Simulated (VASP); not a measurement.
Set up this calculation in VASP 6.6.1, as the native input.

```yaml
Task: single point
Functional: LDA
Potentials_or_basis: VASP PAW LDA potentials, release 64 (Sn_d)
Cutoff: 520 eV
k_mesh: 12 × 12 × 12
Occupations: fermi-dirac, width 0.1 eV
Spin: no spin polarisation
Dipole_correction: no
Further_INCAR_settings: ALGO = Normal; EDIFF = 1e-06; NBANDS = 13
```

The structure of Sn lies in POSCAR:

```
Sn
1.0
   -1.6952825354      1.7434033172      2.2960097364
    1.6952825354     -1.7434033172      2.2960097364
    1.6952825354      1.7434033172     -2.2960097364
Sn
1
Direct
    0.0000000000      0.0000000000      0.0000000000
```

These files were run (other wordings do the same):

INCAR

```
PREC = Accurate
ENCUT = 520
EDIFF = 1E-6
ISMEAR = -1
SIGMA = 0.1
LREAL = F
LASPH = T
NELM = 60
ALGO = Normal
ISIF = 2
LWAVE = F
LCHARG = T
LELF = T
LVHAR = T
NBANDS = 13
```

KPOINTS

```
regular mesh
0
Gamma
  12 12 12
```

Potentials or basis: VASP PAW LDA potentials, release 64 (Sn_d).

Command:

```console
$ cat potpaw_LDA.64/Sn_d/POTCAR > POTCAR
$ mpirun -np 1 vasp_std > vasp.out
```

It gave:

The pressure is -2.7 GPa and the band gap on the k mesh is zero (band 7 reaches 15.23 eV, above the bottom of band 8 at 5.85 eV).

Caveat: spin-orbit coupling is left out, which moves the levels of the heavy elements.

It took 45 s on 1 thread of AMD EPYC 9R45 96-Core Processor (Zen 5) (shared host), peak memory 0.18 GiB.
